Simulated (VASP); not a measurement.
Input of a VASP 6.6.1 run:

INCAR

```
SYSTEM = Hf2ZrC3
PREC = Accurate ; ENCUT = 520
EDIFF = 1E-7 ; ISMEAR = 0
SIGMA = 0.2 ; LREAL = .FALSE.
LASPH = .TRUE. ; NELM = 60
ALGO = Normal ; ISIF = 2
LWAVE = .FALSE. ; LCHARG = .FALSE.
GGA = PE ; NBANDS = 31
```

The input KPOINTS:

```
Automatic mesh
0
G
  6 6 6
  0 0 0
```

Contents of POSCAR:

```
Hf2ZrC3
1.0
   -1.6546712668      2.3345180337      4.9478559782
    1.6546712668     -2.3345180337      4.9478559782
    1.6546712668      2.3345180337     -4.9478559782
Zr Hf C
1 2 3
Direct
    0.0000000000      0.0000000000      0.0000000000
    0.6665009755      0.6665009755      0.0000000000
    0.3334990245      0.3334990245      0.0000000000
    0.8316753963      0.3316753963      0.5000000000
    0.1683246037      0.6683246037      0.5000000000
    0.5000000000      0.0000000000      0.5000000000
```

Potentials or basis: VASP PAW PBE potentials, release 64 (Zr_sv, Hf_pv, C).

Command:

```bash
$ cat potpaw_PBE.64/Zr_sv/POTCAR potpaw_PBE.64/Hf_pv/POTCAR potpaw_PBE.64/C/POTCAR > POTCAR
$ mpirun -np 1 vasp_std > vasp.out
```

Predict the band gap on the k mesh.

zero (bands 22 and 23 overlap by 1.31 eV).

Estimate the largest force.

0.031 eV/Å.

What does it give for the pressure?

-0.4 GPa.

Stress tensor (GPa, compression positive):
```
-0.60  0.00  0.00
 0.00 -0.49  0.00
 0.00  0.00 -0.19
```

Caveat: spin-orbit coupling is left out, which moves the levels of the heavy elements.
